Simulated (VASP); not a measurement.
# Cu (Im-3m) in VASP: notebook

Runs on Cu. Level: BLYP. Tasks: single point, relaxation of cell and atoms.

All numbers are computed with VASP 6.6.1; they aren't measurements. Logs are shortened: lines on timing, memory, paths and dates and some standing lists are left out, and cuts for length are marked.

## (1) The cell of the first run

The structure is cubic, space group Im-3m (No. 229). The conventional cell has a = 3.057 Å, b = 3.057 Å, c = 3.057 Å, α = 90.00°, β = 90.00°, γ = 90.00°. Cu (site symmetry m-3m) has 14 Cu at 2.65 to 3.06 Å within 3.5 Å.

## (2) Single point, BLYP (volume scaled by 1.12)

INCAR

```
SYSTEM = Cu
  PREC = Accurate
  ENCUT = 520
  EDIFF = 1E-6
  ISMEAR = -1
  SIGMA = 0.1
  LREAL = .False.
  LASPH = .True.
  NELM = 100
  ALGO = Normal
  ISIF = 2
  LWAVE = .False.
  LCHARG = .False.
  GGA = B5
  ALDAX = 1.0
  AGGAX = 1.0
  AGGAC = 1.0
  ALDAC = 0.0
  NBANDS = 12
```

KPOINTS

```
regular mesh
0
Gamma
  17 17 17
  0 0 0
```

POSCAR

```
Cu
1.0
   -1.5285783692      1.5285783692      1.5285783692
    1.5285783692     -1.5285783692      1.5285783692
    1.5285783692      1.5285783692     -1.5285783692
Cu
1
Direct
    0.0000000000      0.0000000000      0.0000000000
```

Potentials or basis: VASP PAW PBE potentials, release 64 (Cu).

Launch:

```
$ cat potpaw_PBE.64/Cu/POTCAR > POTCAR
$ mpirun -np 1 vasp_std > vasp.out
```

OUTCAR:

```text
SYSTEM = Cu
   PREC = Accurate
   ENCUT = 520
   EDIFF = 1E-6
   ISMEAR = -1
   LREAL = .False.
   LASPH = .True.
   NELM = 100
   ISIF = 2
   GGA = B5

 ion  position               nearest neighbor table
   1  0.000  0.000  0.000-

  LATTYP: Found a body centered cubic cell.
 ALAT       =     3.0571567384

  Lattice vectors:

 A1 = (  -1.5285783692,   1.5285783692,   1.5285783692)
 A2 = (   1.5285783692,  -1.5285783692,   1.5285783692)
 A3 = (   1.5285783692,   1.5285783692,  -1.5285783692)

Analysis of symmetry for initial positions (statically):
=====================================================================
 Subroutine PRICEL returns:
 Original cell was already a primitive cell.

 Routine SETGRP: Setting up the symmetry group for a
 body centered cubic supercell.

 Subroutine GETGRP returns: Found 48 space group operations
 (whereof 48 operations were pure point group operations)
 out of a pool of 48 trial point group operations.

The static configuration has the point symmetry O_h .

Analysis of symmetry for dynamics (positions and initial velocities):
=====================================================================
 Subroutine PRICEL returns:
 Original cell was already a primitive cell.

 Routine SETGRP: Setting up the symmetry group for a
 body centered cubic supercell.

 Subroutine GETGRP returns: Found 48 space group operations
 (whereof 48 operations were pure point group operations)
 out of a pool of 48 trial point group operations.

The dynamic configuration has the point symmetry O_h .

 Subroutine INISYM returns: Found 48 space group operations
 (whereof 48 operations are pure point group operations),
 and found     1 'primitive' translations

----------------------------------------------------------------------------------------

                                     Primitive cell

  volume of cell :      14.2864

  direct lattice vectors                    reciprocal lattice vectors
    -1.528578369  1.528578369  1.528578369     0.000000000  0.327101319  0.327101319
     1.528578369 -1.528578369  1.528578369     0.327101319  0.000000000  0.327101319
     1.528578369  1.528578369 -1.528578369     0.327101319  0.327101319  0.000000000

  length of vectors
     2.647575399  2.647575399  2.647575399     0.462591121  0.462591121  0.462591121

  position of ions in fractional coordinates (direct lattice)
     0.000000000  0.000000000  0.000000000

  ion indices of the primitive-cell ions
   primitive index   ion index
                 1           1

----------------------------------------------------------------------------------------

 KPOINTS: regular mesh

Automatic generation of k-mesh.
 Grid dimensions read from file:
 generate k-points for:   17   17   17

 Generating k-lattice:

  Cartesian coordinates                     Fractional coordinates (reciprocal lattice)
     0.000000000  0.019241254  0.019241254     0.058823529  0.000000000  0.000000000
     0.019241254  0.000000000  0.019241254     0.000000000  0.058823529  0.000000000
     0.019241254  0.019241254  0.000000000     0.000000000  0.000000000  0.058823529

  Length of vectors
     0.027211242  0.027211242  0.027211242

  Shift w.r.t. Gamma in fractional coordinates (k-lattice)
     0.000000000  0.000000000  0.000000000

 Subroutine IBZKPT returns following result:
 ===========================================

 Found    165 irreducible k-points:

 Following reciprocal coordinates:
            Coordinates               Weight
  0.000000  0.000000  0.000000      1.000000
  0.058824  0.000000  0.000000     12.000000
  0.117647  0.000000  0.000000     12.000000
  0.176471  0.000000  0.000000     12.000000
  0.235294  0.000000  0.000000     12.000000
  0.294118  0.000000  0.000000     12.000000
[... 16 lines left out ...]
  0.411765  0.117647 -0.000000     48.000000
  0.176471  0.176471  0.000000     24.000000
 [... further k-points ...]
   k-points           NKPTS =    165   k-points in BZ     NKDIM =    165   number of bands    NBANDS=     12
   number of dos      NEDOS =    301   number of ions     NIONS =      1
   total plane-waves  NPLWV =   8000
   dimension x,y,z NGX =    20 NGY =   20 NGZ =   20
   dimension x,y,z NGXF=    40 NGYF=   40 NGZF=   40
   ions per type =               1
   NGX,Y,Z   is equivalent  to a cutoff of  12.56, 12.56, 12.56 a.u.
   NGXF,Y,Z  is equivalent  to a cutoff of  25.12, 25.12, 25.12 a.u.
 SYSTEM =  Cu
   PREC   = accura    normal or accurate (medium, high low for compatibility)
   ISTART =      0    job   : 0-new  1-cont  2-samecut
   ICHARG =      2    charge: 1-file 2-atom 10-const
   ISPIN  =      1    spin polarized calculation?
   LNONCOLLINEAR =      F non collinear calculations
   LSORBIT =      F    spin-orbit coupling
   LASPH  =      T    aspherical Exc in radial PAW
   ENCUT  =  520.0 eV  38.22 Ry    6.18 a.u.   4.92  4.92  4.92*2*pi/ulx,y,z
   NELM   =    100;   NELMIN=  2; NELMDL= -5     # of ELM steps
   EDIFF  = 0.1E-05   stopping-criterion for ELM
   LREAL  =      F    real-space projection
   EDIFFG = 0.1E-04   stopping-criterion for IOM
   NSW    =      0    number of steps for IOM
   IBRION =     -1    ionic relax: 0-MD 1-quasi-New 2-CG
   NFREE  =      0    steps in history (QN), initial steepest desc. (CG)
   ISIF   =      2    stress and relaxation
   ISYM   =      2    0-nonsym 1-usesym 2-fastsym
   POTIM  = 0.5000    time-step for ionic-motion
   TEBEG  =    0.0;   TEEND  =   0.0 temperature during run
   PSTRESS=    0.0 pullay stress
   NELECT =      11.0000    total number of electrons
   NUPDOWN=      -1.0000    fix difference up-down
   EMIN   =  10.00;   EMAX   =-10.00  energy-range for DOS
   EFERMI =   0.00;   METHOD = LEGACY
   ISMEAR =    -1;   SIGMA  =   0.10  broadening in eV -4-tet -1-fermi 0-gaus
   EFERMI_NEDOS =   21; number of points for ismear=-14 and -15
   IALGO  =     38    algorithm
   IMIX   =      4    mixing-type and parameters
     AMIX     =   0.40;   BMIX     =  1.00
     AMIX_MAG =   1.60;   BMIX_MAG =  1.00
  volume/ion in A,a.u.               =      14.29        96.41
  Fermi-wavevector in a.u.,A,eV,Ry     =   1.500484  2.835504 30.632865  2.251452
  Thomas-Fermi vector in A             =   2.611978
   LORBIT       =      0    0 simple, 1 ext, 2 COOP (PROOUT), +10 PAW based schemes
   GGA     = B5    functional components
   LHFCALC =     F    Hartree Fock is set to
   AEXX    =    0.0000 exact exchange contribution
   IVDW    =     0    specifies the selected vdW correction
   LEPSILON=     F    determine dielectric tensor
   LRPA    =     F    only Hartree local field effects (RPA)
 non-spin polarized calculation
  energy-cutoff  :      520.00
  volume of cell :       14.29
 maximum number of plane-waves:       398
   NGX =  9   NGY =  9   NGZ =  9

 number of electron      11.0000008 magnetization

 Free energy of the ion-electron system (eV)
  ---------------------------------------------------
  ext. energy  EPLUGINS =         0.00000000
  ---------------------------------------------------
  free energy    TOTEN  =        -2.91066554 eV

  energy without entropy =       -2.90100495  energy(sigma->0) =       -2.90583524

 E-fermi :   5.9313     XC(G=0): -11.1085

 val. band max:        5.9297450823   @ k =  -0.3529   0.4118   0.1765
 cond. band min:       6.0007811910   @ k =  -0.4706   0.4706   0.0588
 fundamental gap:      0.0710361086
 Fermi energy:         5.9312910930

 k-point     1 :       0.0000    0.0000    0.0000
  band No.  band energies     occupation
      1      -2.0104      2.00000
      2       3.2496      2.00000
      3       3.2496      2.00000
      4       3.2496      2.00000
      5       4.0170      2.00000
      6       4.0170      2.00000
      7      29.4904      0.00000
      8      29.4904      0.00000
      9      29.4904      0.00000
     10      29.8274      0.00000
     11      29.8274      0.00000
     12      29.8274      0.00000

 k-point     2 :       0.0588    0.0000    0.0000
  band No.  band energies     occupation
      1      -1.8937      2.00000
      2       3.2317      2.00000
      3       3.2499      2.00000
      4       3.2886      2.00000
      5       3.9996      2.00000
      6       4.0183      2.00000
      7      27.4904      0.00000
      8      28.7347      0.00000
      9      28.8181      0.00000
     10      29.0064      0.00000
     11      29.4174      0.00000
     12      29.7749      0.00000

 k-point     3 :       0.1176    0.0000    0.0000
  band No.  band energies     occupation
      1      -1.5475      2.00000
      2       3.1805      2.00000
      3       3.2473      2.00000
      4       3.4019      2.00000
      5       3.9573      2.00000
      6       4.0224      2.00000
      7      24.4586      0.00000
      8      27.2152      0.00000
      9      27.2529      0.00000
     10      28.1427      0.00000
     11      28.8837      0.00000
     12      30.1813      0.00000
[... 286 lines left out ...]
 k-point    23 :       0.4118    0.1176   -0.0000
  band No.  band energies     occupation
      1       1.9788      2.00000
      2       2.7655      2.00000
      3       3.7979      2.00000
      4       3.9664      2.00000
      5       4.2882      2.00000
      6       6.5620      0.00364
      7       9.7122      0.00000
      8      18.1476      0.00000
      9      21.3331      0.00000
     10      26.9321      0.00000
     11      30.2743      0.00000
     12      34.6474      0.00000

 k-point    24 :       0.1765    0.1765    0.0000
  band No.  band energies     occupation
      1       0.8181      2.00000
      2       2.9973      2.00000
      3       3.0175      2.00000
      4       3.8550      2.00000
      5       4.0835      2.00000
      6       4.3381      2.00000
      7      17.7405      0.00000
      8      17.9463      0.00000
      9      22.8954      0.00000
     10      28.4858      0.00000
     11      29.9004      0.00000
     12      33.3509      0.00000

 [... further k-points ...]
[... 5 lines left out ...]
  --------------------------------------------------------------------------------------
  -------------------------------------------------------------------------------------
  Total       -0.7986732     -0.7986732     -0.7986732      0.0000000      0.0000000      0.0000000
  in kB      -89.5687629    -89.5687629    -89.5687629      0.0000000      0.0000000      0.0000000
  external PRESSURE =     -89.5687629 kB  Pullay stress =       0.0000000 kB

 VOLUME and BASIS-vectors are now :
 -----------------------------------------------------------------------------
  energy-cutoff  :      520.00
  volume of cell :       14.29
      direct lattice vectors                 reciprocal lattice vectors
    -1.528578369  1.528578369  1.528578369     0.000000000  0.327101319  0.327101319
     1.528578369 -1.528578369  1.528578369     0.327101319  0.000000000  0.327101319
     1.528578369  1.528578369 -1.528578369     0.327101319  0.327101319  0.000000000

 POSITION                                       TOTAL-FORCE (eV/Angst)
 -----------------------------------------------------------------------------------
      0.00000      0.00000      0.00000        -0.000000      0.000000      0.000000
 -----------------------------------------------------------------------------------
    total drift:                                0.000000     -0.000000      0.000000

  FREE ENERGIE OF THE ION-ELECTRON SYSTEM (eV)
  ---------------------------------------------------
  free  energy   TOTEN  =        -2.9106655351 eV

  energy  without entropy=       -2.9010049496  energy(sigma->0) =       -2.90583524
```

Wall time 25 s (1 thread of Intel Xeon 6975P-C, shared host); peak memory 0.14 GiB.

Results:

| Property | Result |
| --- | --- |
| Free energy | -2.9107 eV |
| Pressure | -9.0 GPa |

Caveat: the PAW data sets were made with another functional, which shifts forces and pressure a little.

(Part 1 of 2 ends here.)
